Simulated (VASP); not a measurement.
# Cu2NiO3: single point with PBE

The system is Cu2NiO3.

```
Cu Ni O
1.0
     5.25552    0.00000    0.00000
    -2.62776    4.55141    0.00000
     0.00000    0.00000    2.69791
Cu Ni O
2 1 3
Direct
  0.33333 0.66667 0.00000
  0.66667 0.33333 0.00000
  0.00000 0.00000 0.00000
  0.50000 0.00000 0.50000
  0.00000 0.50000 0.50000
  0.50000 0.50000 0.50000
```

```yaml
Program: VASP 6.6.1
Task: single point
Functional: PBE
Potentials_or_basis: VASP PAW PBE potentials, release 64 (Cu, Ni, O)
Cutoff: 520 eV
k_mesh: 6 × 6 × 6
Occupations: gaussian, width 0.1 eV
Spin: collinear spin, ferromagnetic start
Starting_moments: "[0.42, 0.42, 1.19, 0.29, 0.29, 0.29] μB"
Dipole_correction: no
Further_INCAR_settings: ALGO = Normal; EDIFF = 1e-06; NBANDS = 38
```

```
Pressure                                              : 0.1 GPa
Net moment                                            : 1.49 μB per cell
Site moments                                          : Cu +0.09; Ni +1.06; O +0.08 μB
Valence electrons inside the program's atomic spheres : Cu 9.85; Ni 8.70; O 4.90
```

Stress tensor (GPa, compression positive):
```
-0.11  0.00  0.00
 0.00 -0.11  0.00
 0.00  0.00  0.52
```

Levels at points of the mesh, in eV from the Fermi level:
Spin up:
```csv
k point,band 22,band 23,band 24,band 25,band 26,band 27,band 28,band 29,band 30,band 31
"(0.00, 0.00, 0.00)",-0.87,-0.87,-0.85,-0.16,-0.16,0.60,0.60,6.03,7.27,7.27
"(0.50, 0.00, 0.00)",-1.07,-0.87,-0.68,-0.40,-0.11,0.60,1.39,3.85,5.99,8.60
"(0.00, 0.00, 0.50)",-0.88,-0.88,-0.81,-0.81,1.08,1.08,3.64,4.90,6.28,6.28
"(0.50, 0.00, 0.50)",-1.32,-0.99,-0.97,-0.73,-0.31,1.08,4.15,4.82,7.47,7.73
```
Spin down:
```tsv
k point	band 21	band 22	band 23	band 24	band 25	band 26	band 27	band 28
(0.00, 0.00, 0.00)	-0.38	-0.18	-0.10	-0.10	-0.04	-0.04	0.79	0.79
(0.50, 0.00, 0.00)	-0.47	-0.22	-0.10	-0.03	0.06	0.13	0.79	1.76
(0.00, 0.00, 0.50)	-0.30	-0.30	0.07	0.07	0.37	1.20	1.20	3.56
(0.50, 0.00, 0.50)	-0.85	-0.27	-0.22	-0.21	-0.19	0.39	1.20	4.53
```

Wall time 96 s on 1 thread of Intel(R) Xeon(R) 6975P-C (Granite Rapids), with other jobs on the host, peak memory 0.27 GiB.

Caveat: the k points lie up to 0.39 Å⁻¹ apart; semilocal functionals often make such compounds metallic where correlation or magnetic order opens a gap, which also shifts bond lengths. With open d or f shells a metallic result of PBE can be an artefact of self-interaction; +U or a hybrid may open a gap.
